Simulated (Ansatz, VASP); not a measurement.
## One calculation of Ge3PdO4, two programs

INCAR

```
SYSTEM = Ge3PdO4
ALGO     = Normal         ! electronic algorithm
EDIFF    = 1E-7           ! SCF threshold, eV
EDIFFG   = -0.01          ! ionic threshold
ENCUT    = 600            ! plane-wave cutoff, eV
GGA      = PE             ! functional
IBRION   = 2              ! ionic algorithm
ISIF     = 3              ! what is computed and relaxed
ISMEAR   = 0              ! smearing method
LASPH    = .TRUE.         ! aspherical terms in the spheres
LCHARG   = .FALSE.        ! write CHGCAR
LREAL    = .FALSE.        ! projectors in reciprocal space
LWAVE    = .FALSE.        ! write WAVECAR
NELM     = 60             ! most SCF steps
NSW      = 100            ! ionic steps
PREC     = Accurate       ! precision mode
SIGMA    = 0.1            ! smearing width, eV
```

File KPOINTS:

```
k-points
0
G
  10 10 10
  0 0 0
```

POSCAR

```
Ge3PdO4
1.0
   -2.8732681700      2.8732681700      2.8732681700
    2.8732681700     -2.8732681700      2.8732681700
    2.8732681700      2.8732681700     -2.8732681700
Ge Pd O
3 1 4
Direct
    0.0000000000      0.5000000000      0.5000000000
    0.5000000000      0.0000000000      0.5000000000
    0.5000000000      0.5000000000      0.0000000000
    0.0000000000      0.0000000000      0.0000000000
    0.5000000000      0.5000000000      0.5000000000
    0.0000000000      0.0000000000      0.5000000000
    0.0000000000      0.5000000000      0.0000000000
    0.5000000000      0.0000000000      0.0000000000
```

Input for Ansatz:

```yaml
crystal:
  lattice:
    - [-2.87326817, 2.87326817, 2.87326817]
    - [2.87326817, -2.87326817, 2.87326817]
    - [2.87326817, 2.87326817, -2.87326817]
  atoms:
    - { symbol: Ge, position: [0.0, 0.5, 0.5] }
    - { symbol: Ge, position: [0.5, 0.0, 0.5] }
    - { symbol: Ge, position: [0.5, 0.5, 0.0] }
    - { symbol: Pd, position: [0.0, 0.0, 0.0] }
    - { symbol: O, position: [0.5, 0.5, 0.5] }
    - { symbol: O, position: [0.0, 0.0, 0.5] }
    - { symbol: O, position: [0.0, 0.5, 0.0] }
    - { symbol: O, position: [0.5, 0.0, 0.0] }
basis:
  ecutwfc: 420
kpoints:
  mp_grid: { grid: [10, 10, 10] }
hamiltonian:
  xc: pbe
scf:
  occupations: { method: gaussian, width: 0.1 }
output:
  forces: true
  stress: true
  eigenvalues: true
  write_density: true
  write_potential: true
  elf: true
  volumetric_format: npy
relax:
  adjacent_minimum: "off"
  f_tol: 0.01
  max_steps: 80
  cell: { stress_tol: 0.05 }
```

Alike in both runs: task relaxation of cell and atoms; functional PBE; k mesh 10 × 10 × 10; occupations gaussian, width 0.1 eV; no spin polarisation.

|  | VASP | Ansatz |
| --- | --- | --- |
| version | VASP 6.6.1 | Ansatz 0.2.0 |
| potentials or method | VASP PAW PBE potentials, release 64 (Ge_d, Pd, O), cutoff 600 eV | scalar-relativistic, plane waves, PAW |
| valence electrons in the cell | 76 | 84 |

|  | VASP | Ansatz | Ansatz less VASP |
| --- | --- | --- | --- |
| gap on the k mesh at the Fermi level, each at its own relaxed structure (eV) | none | none | - |
| relaxed volume (Å³/atom) | 11.91 | 11.91 | +0.004 |
| relaxed cell length with the largest relative difference (Å) | 4.983 | 4.984 | +0.0006 |

A gap of «none» marks a metal or a gap that the smearing closes. VASP's potentials hold 76 valence electrons a cell and Ansatz's 84, so a difference there can come from the potentials and not from the codes.
